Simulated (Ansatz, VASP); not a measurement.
# HfTi3N4 in VASP and in Ansatz

Contents of INCAR:

```
SYSTEM = HfTi3N4
PREC     = Accurate       ! precision mode
ENCUT    = 520            ! plane-wave cutoff, eV
EDIFF    = 1E-7           ! SCF threshold, eV
ISMEAR   = 0              ! smearing method
SIGMA    = 0.1            ! smearing width, eV
LREAL    = .False.        ! projectors in reciprocal space
LASPH    = .True.         ! aspherical terms in the spheres
NELM     = 100            ! most SCF steps
ALGO     = Normal         ! electronic algorithm
ISIF     = 2              ! what is computed and relaxed
LWAVE    = .False.        ! write WAVECAR
LCHARG   = .True.         ! write CHGCAR
GGA      = PE             ! functional
LELF     = .True.         ! ELF
LVHAR    = .True.       
NBANDS   = 43             ! bands
```

Contents of KPOINTS:

```
Automatic mesh
0
Gamma
  6 6 2
  0 0 0
```

File POSCAR:

```
HfTi3N4
1.0
    3.0737782000      0.0000000000      0.0000000000
    0.0000000000      3.0737782000      0.0000000000
    0.0000000000      0.0000000000      8.6756986000
Hf Ti N
1 3 4
Direct
    0.0000000000      0.0000000000      0.0000000000
    0.5000000000      0.5000000000      0.2637360000
    0.0000000000      0.0000000000      0.5000000000
    0.5000000000      0.5000000000      0.7362640000
    0.0000000000      0.0000000000      0.2557940000
    0.5000000000      0.5000000000      0.5000000000
    0.0000000000      0.0000000000      0.7442060000
    0.5000000000      0.5000000000      0.0000000000
```

Input for Ansatz:

```yaml
crystal:
  lattice:
    - [3.0737782, 0.0, 0.0]
    - [0.0, 3.0737782, 0.0]
    - [0.0, 0.0, 8.6756986]
  atoms:
    - { symbol: Hf, position: [0.0, 0.0, 0.0] }
    - { symbol: Ti, position: [0.5, 0.5, 0.263736] }
    - { symbol: Ti, position: [0.0, 0.0, 0.5] }
    - { symbol: Ti, position: [0.5, 0.5, 0.736264] }
    - { symbol: "N", position: [0.0, 0.0, 0.255794] }
    - { symbol: "N", position: [0.5, 0.5, 0.5] }
    - { symbol: "N", position: [0.0, 0.0, 0.744206] }
    - { symbol: "N", position: [0.5, 0.5, 0.0] }
basis:
  ecutwfc: 420
kpoints:
  mp_grid: { grid: [6, 6, 2] }
hamiltonian:
  xc: pbe
scf:
  occupations: { method: gaussian, width: 0.1 }
  lower_state_search: "off"
output:
  forces: true
  stress: true
  eigenvalues: true
```

Alike in both runs: task single point; functional PBE; k mesh 6 × 6 × 2; occupations gaussian, width 0.1 eV; no spin polarisation.

|  | VASP | Ansatz |
| --- | --- | --- |
| version | VASP 6.6.1 | Ansatz 0.2.0 |
| potentials or method | VASP PAW PBE potentials, release 64 (Hf_pv, Ti_sv, N), cutoff 520 eV | scalar-relativistic, plane waves, PAW |
| valence electrons in the cell | 66 | 82 |

```csv
,VASP,Ansatz,Ansatz less VASP
gap on the k mesh at the Fermi level (eV),none,none,-
pressure (GPa),-0.4,0.0,+0.40
"traceless stress, the component that is largest in VASP (GPa)",0.54,0.48,-0.061
rms of the force components (eV/Å),0.021,0.012,-0.0091
```

Atom by atom the forces differ by 0.025 eV/Å (rms over components). A gap of «none» marks a metal or a gap that the smearing closes. The functional is the same, so the differences come from potentials, cutoffs and numerics. VASP's potentials hold 66 valence electrons a cell and Ansatz's 82, so a difference there can come from the potentials and not from the codes.

The k mesh is coarse, so the values compare programs but aren't converged. Spin-orbit coupling is off throughout.
